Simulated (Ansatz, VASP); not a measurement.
## KTaO3: VASP beside Ansatz

The input INCAR:

```
SYSTEM = KTaO3
PREC = Accurate
ENCUT = 520
EDIFF = 1E-8
ISMEAR = -1
SIGMA = 0.01
LREAL = .FALSE.
LASPH = .TRUE.
NELM = 60
ALGO = Normal
ISIF = 2
LWAVE = .FALSE.
LCHARG = .FALSE.
GGA = PE
LEFG = .TRUE.
NBANDS = 27
```

The input KPOINTS:

```
Automatic mesh
0
G
  5 5 5
  0 0 0
```

The input POSCAR:

```
KTaO3
1.0
    3.9883000000      0.0000000000      0.0000000000
    0.0000000000      3.9883000000      0.0000000000
    0.0000000000      0.0000000000      3.9484170000
K Ta O
1 1 3
Direct
    0.5000000000      0.5000000000      0.5000000000
    0.0000000000      0.0000000000      0.0000000000
    0.5000000000      0.0000000000      0.0000000000
    0.0000000000      0.5000000000      0.0000000000
    0.0000000000      0.0000000000      0.5000000000
```

Input for Ansatz:

```yaml
crystal:
  lattice:
    - [3.9883, 0.0, 0.0]
    - [0.0, 3.9883, 0.0]
    - [0.0, 0.0, 3.948417]
  atoms:
    - { symbol: K, position: [0.5, 0.5, 0.5] }
    - { symbol: Ta, position: [0.0, 0.0, 0.0] }
    - { symbol: O, position: [0.5, 0.0, 0.0] }
    - { symbol: O, position: [0.0, 0.5, 0.0] }
    - { symbol: O, position: [0.0, 0.0, 0.5] }
kpoints:
  mp_grid: { grid: [5, 5, 5] }
scf:
  occupations: { method: fermi_dirac, width: 0.01 }
hamiltonian:
  xc: pbe
  pseudopotentials: { kind: all_electron, datasets: crystal }
output:
  forces: true
  stress: true
  eigenvalues: true
  efg: { contact_densities: true }
```

Change from the starting cell: zz strain of -1 %, crystal datasets.

Alike in both runs: task electric field gradients; functional PBE; k mesh 5 × 5 × 5; occupations fermi-dirac, width 0.01 eV; no spin polarisation.

|  | VASP | Ansatz |
| --- | --- | --- |
| version | VASP 6.6.1 | Ansatz 0.2.0 |
| potentials or method | VASP PAW PBE potentials, release 64 (K_sv, Ta_pv, O), cutoff 520 eV | all-electron PAW with datasets made for the crystal, scalar-relativistic |

VASP gave:

```
gap on the k mesh at the Fermi level (eV)                     : 2.30
pressure (GPa)                                                : 8.3
traceless stress, the component that is largest in VASP (GPa) : 2.73
size of Vzz on the site where it differs most (V/Å²)          : 55.8
```

**Question.** Estimate Ansatz's values.

**Answer.** gap on the k mesh at the Fermi level (eV): 2.35; pressure (GPa): 7.7; traceless stress, the component that is largest in VASP (GPa): 2.67; size of Vzz on the site where it differs most (V/Å²): 54.1.

Ansatz ran all-electron here, and VASP with PAW potentials.

Spin-orbit coupling is off throughout.
